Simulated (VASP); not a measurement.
Runs of VASP 6.6.1 on BN. The structure is that of space group Fm-3m (No. 225), or close to it. The cells are those of the table. 

```tsv
level	cell	k mesh	smearing	gap on the mesh (eV)	pressure (GPa)
PBE	a = 2.481 Å, angles 60.0°, 2 atoms	12 × 12 × 12	fermi-dirac 0.02 eV	1.09	-1.9
r2SCAN	a = 2.481 Å, angles 60.0°, 2 atoms	12 × 12 × 12	gaussian 0.01 eV	1.21	-5.4
PBE	a = 2.436 Å, angles 60.9°, 2 atoms	8 × 8 × 8	gaussian 0.01 eV	1.37	12.3
PBE	a = 2.370 Å, angles 60.0°, 2 atoms	12 × 12 × 12	fermi-dirac 0.02 eV	2.16	65.3
r2SCAN	a = 2.469 Å, angles 60.0°, 2 atoms	12 × 12 × 12	gaussian 0.01 eV	1.33	0.4
PBE	a = 2.478 Å, angles 60.4°, 2 atoms	8 × 8 × 8	gaussian 0.01 eV	(b)	(a)
PBE	a = 2.481 Å, angles 60.0°, 2 atoms	8 × 8 × 8	gaussian 0.01 eV	1.22	(c)
PBE	a = 2.469 Å, angles 60.0°, 2 atoms	8 × 8 × 8	gaussian 0.01 eV	1.33	3.8
```

Alike in all rows: task single point; potentials or basis VASP PAW PBE potentials, release 64 (B, N); no spin polarisation; cutoff (eV) 520.

**Question.** Fill in the values left out.

**Answer.** (a) -4.0; (b) 1.13; (c) -2.0.

Caveats: the PAW data sets were made with another functional, which shifts forces and pressure a little (some runs).

A k mesh can miss the band edges.
